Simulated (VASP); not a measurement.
Set up this calculation in VASP 6.6.1, as the native input.

```
Task                   : single point
Functional             : r2SCAN
Potentials or basis    : VASP PAW PBE potentials, release 64 (Ag)
Cutoff                 : 520 eV
k mesh                 : 18 × 18 × 10
Occupations            : fermi-dirac, width 0.1 eV
Spin                   : no spin polarisation
Dipole correction      : no
Further INCAR settings : ALGO = Normal; EDIFF = 1e-07; NBANDS = 18
```

The system is Ag.

```
Ag
1.0
     2.90152    0.00000    0.00000
    -1.45076    2.51279    0.00000
     0.00000    0.00000    4.75407
Ag
2
Cartesian
  0.0000 1.6752 1.1885
  1.4508 0.8376 3.5656
```

One way to write it, as run:

POSCAR

```
Ag
1.0
    2.9015246748      0.0000000000      0.0000000000
   -1.4507623374      2.5127940781      0.0000000000
    0.0000000000      0.0000000000      4.7540736056
Ag
2
Direct
    0.3333333333      0.6666666667      0.2500000000
    0.6666666667      0.3333333333      0.7500000000
```

INCAR.step1

```
ALGO = Normal
EDIFF = 1E-4
ENCUT = 520
GGA = PE
ISMEAR = -1
LASPH = True
LCHARG = False
LREAL = False
LWAVE = True
NBANDS = 18
NELM = 100
PREC = Accurate
SIGMA = 0.1
```

INCAR.step2

```
ALGO = Normal
EDIFF = 1E-7
ENCUT = 520
ISIF = 2
ISMEAR = -1
ISTART = 1
LASPH = True
LCHARG = False
LMIXTAU = True
LREAL = False
LWAVE = False
METAGGA = R2SCAN
NBANDS = 18
NELM = 100
PREC = Accurate
SIGMA = 0.1
```

KPOINTS

```
k-points
0
Gamma
  18 18 10
```

Potentials or basis: VASP PAW PBE potentials, release 64 (Ag).

The run is started by

```console
$ cat potpaw_PBE.64/Ag/POTCAR > POTCAR
$ cp INCAR.step1 INCAR
$ mpirun -np 1 vasp_std > vasp.out
$ cp INCAR.step2 INCAR
$ mpirun -np 1 vasp_std > vasp.out
```

It gave:

```
Pressure               : 0.1 GPa
Band gap on the k mesh : zero (band 11 reaches 12.43 eV, above the bottom of band 12 at 4.49 eV)
```

Caveat: the PAW data sets were made with another functional, which shifts forces and pressure a little.

It took 2.3 min on 1 thread of Intel(R) Xeon(R) 6975P-C (Granite Rapids), on a shared host, peak memory 0.25 GiB.
